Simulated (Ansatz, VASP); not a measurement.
One calculation of RePd, two programs

File INCAR:

```
SYSTEM = RePd
  ALGO = Normal
  EDIFF = 1E-7
  EDIFFG = -0.04
  ENCUT = 600
  GGA = PE
  GGA_COMPAT = .False.
  IBRION = 2
  ISIF = 3
  ISMEAR = 0
  LASPH = .True.
  LCHARG = .False.
  LREAL = .False.
  LWAVE = .False.
  NELM = 120
  NELMIN = 4
  NSW = 90
  PREC = Accurate
  SIGMA = 0.1
```

Contents of KPOINTS:

```
k-points
0
Gamma
  6 6 6
  0 0 0
```

File POSCAR:

```
RePd
1.0
    3.1274360287      0.0000000000      0.0000000000
   -1.5637180143      2.7084390496      0.0000000000
    0.0000000000      0.0000000000      3.0503403361
Re Pd
1 1
Direct
    0.0000000000      0.0000000000      0.0000000000
    0.6666666667      0.3333333333      0.5000000000
```

Input for Ansatz:

```yaml
crystal:
  lattice:
    - [3.1274360287, 0.0, 0.0]
    - [-1.5637180143, 2.7084390496, 0.0]
    - [0.0, 0.0, 3.0503403361]
  atoms:
    - { symbol: Re, position: [0.0, 0.0, 0.0] }
    - { symbol: Pd, position: [0.6666666667, 0.3333333333, 0.5] }
basis:
  ecutwfc: 420
kpoints:
  mp_grid: { grid: [6, 6, 6] }
hamiltonian:
  xc: pbe
scf:
  occupations: { method: gaussian, width: 0.1 }
  lower_state_search: "off"
output:
  forces: true
  stress: true
  eigenvalues: true
relax:
  adjacent_minimum: "off"
  f_tol: 0.04
  max_steps: 70
  cell: { stress_tol: 0.4 }
```

Alike in both runs: task relaxation of cell and atoms; functional PBE; k mesh 6 × 6 × 6; occupations gaussian, width 0.1 eV; no spin polarisation.

|  | VASP | Ansatz |
| --- | --- | --- |
| version | VASP 6.6.1 | Ansatz 0.2.0 |
| potentials or method | VASP PAW PBE potentials, release 64 (Re, Pd), cutoff 600 eV | scalar-relativistic, plane waves, PAW |
| valence electrons in the cell | 17 | 33 |

|  | VASP | Ansatz | Ansatz less VASP |
| --- | --- | --- | --- |
| gap on the k mesh at the Fermi level, each at its own relaxed structure (eV) | none | none | - |
| relaxed volume (Å³/atom) | 14.81 | 14.85 | +0.039 |
| relaxed cell length with the largest relative difference (Å) | 4.509 | 4.514 | +0.0053 |

A gap of «none» marks a metal or a gap that the smearing closes. VASP's potentials hold 17 valence electrons a cell and Ansatz's 33, so a difference there can come from the potentials and not from the codes.

The k mesh is coarse, so the values compare programs but aren't converged. Spin-orbit coupling is off throughout.
